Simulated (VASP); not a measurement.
# AlRu (Pm-3m) in VASP: notebook

AlRu is run at these levels: PBEsol, LDA; tasks: single point.

Program: VASP 6.6.1. These are calculated values, not measurements. Logs are shortened: lines on timing, memory, paths and dates and some standing lists are left out, and cuts for length are marked.

## 1. The cell of the first run

It takes space group Pm-3m (No. 221, cubic). Conventional cell: a = 2.951 Å, b = 2.951 Å, c = 2.951 Å, α = 90.00°, β = 90.00°, γ = 90.00°. Ru (site symmetry m-3m) has 8 Al at 2.56 Å and 6 Ru at 2.95 Å within 3.4 Å. Al (site symmetry m-3m) has 8 Ru at 2.56 Å and 6 Al at 2.95 Å within 3.4 Å.

## 2. Single point, PBEsol

Contents of INCAR:

```
  PREC = Accurate
  ENCUT = 520
  EDIFF = 1E-7
  ISMEAR = -1
  SIGMA = 0.05
  LREAL = F
  LASPH = T
  NELM = 80
  ALGO = Normal
  ISIF = 2
  LWAVE = F
  LCHARG = T
  GGA = PS
  LELF = T
  LVHAR = T
  NBANDS = 16
```

Contents of KPOINTS:

```
regular mesh
0
Gamma
  9 9 9
```

Contents of POSCAR:

```
AlRu
1.0
    2.9511680166      0.0000000000      0.0000000000
    0.0000000000      2.9511680166      0.0000000000
    0.0000000000      0.0000000000      2.9511680166
Ru Al
1 1
Direct
    0.5000000000      0.5000000000      0.5000000000
    0.0000000000      0.0000000000      0.0000000000
```

Potentials or basis: VASP PAW PBE potentials, release 64 (Ru_pv, Al).

Launch:

```console
> cat potpaw_PBE.64/Ru_pv/POTCAR potpaw_PBE.64/Al/POTCAR > POTCAR
> mpirun -np 1 vasp_std > vasp.out
```

OUTCAR:

```text
PREC = Accurate
   ENCUT = 520
   EDIFF = 1E-7
   ISMEAR = -1
   LREAL = F
   LASPH = T
   NELM = 80
   ISIF = 2
   GGA = PS

 ion  position               nearest neighbor table
   1  0.500  0.500  0.500-   2 2.56   2 2.56   2 2.56   2 2.56   2 2.56   2 2.56   2 2.56   2 2.56

   2  0.000  0.000  0.000-   1 2.56   1 2.56   1 2.56   1 2.56   1 2.56   1 2.56   1 2.56   1 2.56

  LATTYP: Found a simple cubic cell.
 ALAT       =     2.9511680166

  Lattice vectors:

 A1 = (   2.9511680166,   0.0000000000,   0.0000000000)
 A2 = (   0.0000000000,   2.9511680166,   0.0000000000)
 A3 = (   0.0000000000,   0.0000000000,   2.9511680166)

Analysis of symmetry for initial positions (statically):
=====================================================================
 Subroutine PRICEL returns:
 Original cell was already a primitive cell.

 Routine SETGRP: Setting up the symmetry group for a
 simple cubic supercell.

 Subroutine GETGRP returns: Found 48 space group operations
[... 9 lines left out ...]

 Routine SETGRP: Setting up the symmetry group for a
 simple cubic supercell.

 Subroutine GETGRP returns: Found 48 space group operations
[... 11 lines left out ...]
                                     Primitive cell

  volume of cell :      25.7029

  direct lattice vectors                    reciprocal lattice vectors
     2.951168017  0.000000000  0.000000000     0.338848888  0.000000000  0.000000000
     0.000000000  2.951168017  0.000000000     0.000000000  0.338848888  0.000000000
     0.000000000  0.000000000  2.951168017     0.000000000  0.000000000  0.338848888

  length of vectors
     2.951168017  2.951168017  2.951168017     0.338848888  0.338848888  0.338848888

  position of ions in fractional coordinates (direct lattice)
     0.500000000  0.500000000  0.500000000
     0.000000000  0.000000000  0.000000000

  ion indices of the primitive-cell ions
   primitive index   ion index
                 1           1
                 2           2

----------------------------------------------------------------------------------------

 KPOINTS: regular mesh

Automatic generation of k-mesh.
 Grid dimensions read from file:
 generate k-points for:    9    9    9

 Generating k-lattice:

  Cartesian coordinates                     Fractional coordinates (reciprocal lattice)
     0.037649876  0.000000000  0.000000000     0.111111111  0.000000000  0.000000000
     0.000000000  0.037649876  0.000000000     0.000000000  0.111111111  0.000000000
     0.000000000  0.000000000  0.037649876     0.000000000  0.000000000  0.111111111

[... 49 lines left out ...]
   ICHARG =      2    charge: 1-file 2-atom 10-const
   ISPIN  =      1    spin polarized calculation?
   LNONCOLLINEAR =      F non collinear calculations
   LSORBIT =      F    spin-orbit coupling
   LASPH  =      T    aspherical Exc in radial PAW
   ENCUT  =  520.0 eV  38.22 Ry    6.18 a.u.   5.49  5.49  5.49*2*pi/ulx,y,z
   NELM   =     80;   NELMIN=  2; NELMDL= -5     # of ELM steps
   EDIFF  = 0.1E-06   stopping-criterion for ELM
   LREAL  =      F    real-space projection
   EDIFFG = 0.1E-05   stopping-criterion for IOM
   NSW    =      0    number of steps for IOM
   IBRION =     -1    ionic relax: 0-MD 1-quasi-New 2-CG
   NFREE  =      0    steps in history (QN), initial steepest desc. (CG)
   ISIF   =      2    stress and relaxation
   ISYM   =      2    0-nonsym 1-usesym 2-fastsym
   POTIM  = 0.5000    time-step for ionic-motion
   TEBEG  =    0.0;   TEEND  =   0.0 temperature during run
   PSTRESS=    0.0 pullay stress
   NELECT =      17.0000    total number of electrons
   NUPDOWN=      -1.0000    fix difference up-down
   EMIN   =  10.00;   EMAX   =-10.00  energy-range for DOS
   EFERMI =   0.00;   METHOD = LEGACY
   ISMEAR =    -1;   SIGMA  =   0.05  broadening in eV -4-tet -1-fermi 0-gaus
   EFERMI_NEDOS =   21; number of points for ismear=-14 and -15
   IALGO  =     38    algorithm
   IMIX   =      4    mixing-type and parameters
     AMIX     =   0.40;   BMIX     =  1.00
     AMIX_MAG =   1.60;   BMIX_MAG =  1.00
  volume/ion in A,a.u.               =      12.85        86.73
  Fermi-wavevector in a.u.,A,eV,Ry     =   1.426365  2.695438 27.681268  2.034516
  Thomas-Fermi vector in A             =   2.546649
   LORBIT       =      0    0 simple, 1 ext, 2 COOP (PROOUT), +10 PAW based schemes
   GGA     = PS    functional components
   LHFCALC =     F    Hartree Fock is set to
   AEXX    =    0.0000 exact exchange contribution
   IVDW    =     0    specifies the selected vdW correction
   LEPSILON=     F    determine dielectric tensor
   LRPA    =     F    only Hartree local field effects (RPA)
 non-spin polarized calculation
  energy-cutoff  :      520.00
  volume of cell :       25.70
 maximum number of plane-waves:       739
 NGX is ok and might be reduce to    24
   NGX = 11   NGY = 11   NGZ = 11

 number of electron      16.9999999 magnetization

 Free energy of the ion-electron system (eV)
  ---------------------------------------------------
  ext. energy  EPLUGINS =         0.00000000
  ---------------------------------------------------
  free energy    TOTEN  =       -15.51318202 eV

  energy without entropy =      -15.49900989  energy(sigma->0) =      -15.50609596

 E-fermi :  11.0995     XC(G=0): -12.9010

 val. band max:       11.0851401833   @ k =   0.4444   0.4444   0.1111
 cond. band min:      11.1024649912   @ k =   0.4444   0.1111   0.1111
 fundamental gap:      0.0173248079
 Fermi energy:        11.0994585980

 k-point     1 :       0.0000    0.0000    0.0000
  band No.  band energies     occupation
      1     -30.5685      2.00000
      2     -30.5685      2.00000
      3     -30.5685      2.00000
      4       1.2583      2.00000
      5       7.3569      2.00000
      6       7.3569      2.00000
[... 433 lines left out ...]
      3     -30.5594      2.00000
      4       5.1571      2.00000
      5       7.2482      2.00000
      6       8.5394      2.00000
[... 8 lines left out ...]
     15      24.5836      0.00000
     16      25.0352      0.00000

 [... further k-points ...]
[... 5 lines left out ...]
  --------------------------------------------------------------------------------------
  -------------------------------------------------------------------------------------
  Total        0.9534638      0.9534638      0.9534638      0.0000000      0.0000000     -0.0000000
  in kB       59.4337271     59.4337271     59.4337271      0.0000000      0.0000000     -0.0000000
  external PRESSURE =      59.4337271 kB  Pullay stress =       0.0000000 kB

 VOLUME and BASIS-vectors are now :
 -----------------------------------------------------------------------------
  energy-cutoff  :      520.00
  volume of cell :       25.70
      direct lattice vectors                 reciprocal lattice vectors
     2.951168017  0.000000000  0.000000000     0.338848888  0.000000000  0.000000000
     0.000000000  2.951168017  0.000000000     0.000000000  0.338848888  0.000000000
     0.000000000  0.000000000  2.951168017     0.000000000  0.000000000  0.338848888

 POSITION                                       TOTAL-FORCE (eV/Angst)
 -----------------------------------------------------------------------------------
      1.47558      1.47558      1.47558         0.000000      0.000000      0.000000
      0.00000      0.00000      0.00000         0.000000      0.000000      0.000000
 -----------------------------------------------------------------------------------
    total drift:                                0.000000     -0.000000     -0.000000

  FREE ENERGIE OF THE ION-ELECTRON SYSTEM (eV)
  ---------------------------------------------------
  free  energy   TOTEN  =       -15.5131820236 eV

  energy  without entropy=      -15.4990098930  energy(sigma->0) =      -15.50609596
```

OSZICAR:

```text
N       E                     dE             d eps       ncg     rms          rms(c)
DAV:   1     0.117538906870E+03    0.11754E+03   -0.92408E+03  1136   0.997E+02
DAV:   2    -0.144404168526E+02   -0.13198E+03   -0.12569E+03  1304   0.296E+02
DAV:   3    -0.163268123180E+02   -0.18864E+01   -0.18815E+01  1480   0.373E+01
DAV:   4    -0.163393851240E+02   -0.12573E-01   -0.12560E-01  1368   0.321E+00
DAV:   5    -0.163395599247E+02   -0.17480E-03   -0.17443E-03  1400   0.368E-01    0.144E+01
DAV:   6    -0.156065906223E+02    0.73297E+00   -0.26081E+00  1240   0.177E+01    0.244E+00
DAV:   7    -0.155336005628E+02    0.72990E-01   -0.18473E-01  1160   0.489E+00    0.227E+00
DAV:   8    -0.155138037921E+02    0.19797E-01   -0.20739E-02  1368   0.123E+00    0.226E-01
DAV:   9    -0.155131976726E+02    0.60612E-03   -0.10626E-03  1312   0.335E-01    0.152E-01
DAV:  10    -0.155131833277E+02    0.14345E-04   -0.48059E-05  1280   0.686E-02    0.153E-02
DAV:  11    -0.155131824766E+02    0.85108E-06   -0.13996E-06  1384   0.830E-03    0.670E-03
DAV:  12    -0.155131819860E+02    0.49063E-06   -0.66026E-08   920   0.288E-03    0.129E-03
DAV:  13    -0.155131820236E+02   -0.37581E-07   -0.55377E-09   632   0.718E-04
   1 F= -.15513182E+02 E0= -.15506096E+02  d E =-.141721E-01
```

Wall time 4.9 s (1 thread of Intel Xeon 6975P-C (Granite Rapids), shared host); peak memory 0.14 GiB.

What came out:

```
Free energy : -15.5132 eV
Pressure    : 5.9 GPa
```

Levels at points of the mesh, in eV from the Fermi level:
```
           k point  band 5  band 6  band 7  band 8  band 9  band 10  band 11  band 12  band 13  band 14
(0.00, 0.00, 0.00)   -3.74   -3.74    0.26    0.26    0.26     6.35     6.35     6.35    11.32    11.32
```

Caveat: the PAW data sets were made with another functional, which shifts forces and pressure a little.

## 3. Single point, LDA

This run uses another cell than the first one, of 13.12 Å³/atom, 1.021 times its volume.

Contents of INCAR:

```
  ALGO = Normal
  EDIFF = 1E-6
  ENCUT = 520
  GGA = CA
  ISIF = 2
  ISMEAR = -1
  LASPH = True
  LCHARG = False
  LREAL = False
  LWAVE = False
  NBANDS = 16
  NELM = 80
  PREC = Accurate
  SIGMA = 0.05
```

Contents of KPOINTS:

```
k-points
0
Gamma
  9 9 9
```

Contents of POSCAR:

```
AlRu
1.0
    2.9715215427      0.0000000000      0.0000000000
    0.0000000000      2.9715215427      0.0000000000
    0.0000000000      0.0000000000      2.9715215427
Ru Al
1 1
Direct
    0.5000000000      0.5000000000      0.5000000000
    0.0000000000      0.0000000000      0.0000000000
```

Potentials or basis: VASP PAW LDA potentials, release 64 (Ru_pv, Al).

Launch:

```console
> cat potpaw_LDA.64/Ru_pv/POTCAR potpaw_LDA.64/Al/POTCAR > POTCAR
> mpirun -np 1 vasp_std > vasp.out
```

Wall time 3.8 s (1 thread of Intel Xeon 6975P-C (Granite Rapids), shared host); peak memory 0.13 GiB.

The run converged. Its results:

```yaml
Free_energy: -16.1840 eV
Pressure: -3.5 GPa
```

Levels at points of the mesh, in eV from the Fermi level:
| k point | band 7 | band 8 | band 9 | band 10 | band 11 | band 12 |
| --- | --- | --- | --- | --- | --- | --- |
| (0.00, 0.00, 0.00) | 0.25 | 0.25 | 0.25 | 6.20 | 6.20 | 6.20 |

(Part 1 of 2 ends here.)
